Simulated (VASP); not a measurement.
The system is Ni.

```xyz
1
Lattice="0.0000 1.7376 1.7376 1.7376 0.0000 1.7376 1.7376 1.7376 0.0000" Properties=species:S:1:pos:R:3 pbc="T T T"
Ni    0.0000    0.0000    0.0000
```

Base run:

* Program: VASP 6.6.1
* Functional: PBE
* Potentials or basis: VASP PAW PBE potentials, release 64 (Ni_sv_GW)
* Cutoff: 690 eV
* k mesh: 11 × 11 × 11
* Occupations: fermi-dirac, width 0.05 eV
* Spin: collinear spin, ferromagnetic start
* Starting moments: [2.0] μB
* Fixed moment: 2 μB

Its results: pressure 37.0 GPa; site moments Ni +1.81 μB.

Task: The run is repeated on the same cell with these changes: fixed moment from 2 μB to 0.5 μB; moments at the start from [2.0] to [0.5]. What comes out?

Result: Pressure 7.2 GPa; site moments Ni +0.54 μB.

Caveats: the cell stands under pressure; the total moment is fixed, so each spin has its own Fermi level and the state may be an excited one.
